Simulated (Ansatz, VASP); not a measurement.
## One calculation of Bi, two programs

Contents of INCAR:

```
  PREC = Accurate
  ENCUT = 520
  EDIFF = 1E-7
  ISMEAR = -1
  SIGMA = 0.1
  LREAL = F
  LASPH = T
  NELM = 60
  ALGO = Normal
  ISIF = 2
  LWAVE = F
  LCHARG = F
  GGA = RP
  NBANDS = 30
```

File KPOINTS:

```
regular mesh
0
Gamma
  7 7 10
```

Contents of POSCAR:

```
Bi
1.0
    5.8672274900      0.0000000000      0.0000000000
   -2.9336137450      5.0811680561      0.0000000000
    0.0000000000      0.0000000000      3.4467851053
Bi
3
Direct
    1.0000000000      1.0000000000      0.0000000000
    0.3333333333      0.6666666667      0.5000000000
    0.6666666667      0.3333333333      0.5000000000
```

Input for Ansatz:

```yaml
crystal:
  lattice:
    - [5.86722749, 0.0, 0.0]
    - [-2.933613745, 5.0811680561, 0.0]
    - [0.0, 0.0, 3.4467851053]
  atoms:
    - { symbol: Bi, position: [1.0, 1.0, 0.0] }
    - { symbol: Bi, position: [0.3333333333, 0.6666666667, 0.5] }
    - { symbol: Bi, position: [0.6666666667, 0.3333333333, 0.5] }
hamiltonian:
  xc: rpbe
  pseudopotentials:
    kind: paw
    azcp:
      Bi: "pseudopotentials/Bi.paw.azcp"
basis:
  ecutwfc: 420
  fft_grid_basis: typed
kpoints:
  mp_grid: { grid: [7, 7, 10], shift: [0, 0, 0] }
magnetization:
  spin_polarized: false
scf:
  occupations: { method: fermi_dirac, width: 0.1 }
  lower_state_search: "off"
output:
  stress: true
```

Alike in both runs: task single point; functional RPBE; k mesh 7 × 7 × 10; occupations fermi-dirac, width 0.1 eV; no spin polarisation.

|  | VASP | Ansatz |
| --- | --- | --- |
| version | VASP 6.6.1 | Ansatz 0.2.0 |
| potentials or method | VASP PAW PBE potentials, release 64 (Bi_d), cutoff 520 eV | plane waves (420 eV) with PAW, scalar-relativistic |
| valence electrons in the cell | 45 | 45 |

VASP gave:

```
pressure (GPa)                                                : -1.7
traceless stress, the component that is largest in VASP (GPa) : 0.14
```

Task: What did Ansatz give for the same quantities?

Result: Pressure (GPa): -1.6; traceless stress, the component that is largest in VASP (GPa): 0.14.

VASP's potentials were made for PBE, not for RPBE.

Spin-orbit coupling is off throughout.
